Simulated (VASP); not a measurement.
**Pb: single point with r2SCAN**

Crystal: Pb.

```xyz
1
Lattice="0.0000 2.4946 2.4946 2.4946 0.0000 2.4946 2.4946 2.4946 0.0000" Properties=species:S:1:pos:R:3 pbc="T T T"
Pb    0.0000    0.0000    0.0000
```

| Property | Result |
| --- | --- |
| Program | VASP 6.6.1 |
| Task | single point |
| Functional | r2SCAN |
| Potentials or basis | VASP PAW PBE potentials, release 64 (Pb_d) |
| Cutoff | 550 eV |
| k mesh | 6 × 6 × 6 |
| Occupations | fermi-dirac, width 0.1 eV |
| Spin | no spin polarisation |
| Dipole correction | no |
| Further INCAR settings | ALGO = Normal; EDIFF = 1e-06; NBANDS = 13 |

| Item | Value |
| --- | --- |
| Pressure | 1.2 GPa |
| Band gap on the k mesh | zero (band 7 reaches 14.51 eV, above the bottom of band 8 at 5.37 eV) |

Levels at points of the mesh, in eV from the Fermi level:
```csv
k point,band 4,band 5,band 6,band 7,band 8,band 9,band 10,band 11
"(0.00, 0.00, 0.00)",-17.70,-17.70,-12.27,7.39,7.39,7.39,10.23,11.84
"(0.50, 0.00, 0.00)",-17.56,-17.56,-8.60,-4.40,5.52,5.52,9.68,9.79
"(0.50, 0.50, 0.00)",-17.53,-17.53,-7.15,-3.52,1.96,1.96,5.72,6.78
```

Run time: 30 s on 1 thread of Intel(R) Xeon(R) Platinum 8259CL CPU @ 2.50GHz (Skylake/Cascade Lake), on a shared host, peak memory 0.16 GiB.

Caveat: the k points lie up to 0.36 Å⁻¹ apart; the PAW data sets were made with another functional, which shifts forces and pressure a little; spin-orbit coupling is left out, which moves the levels of the heavy elements.
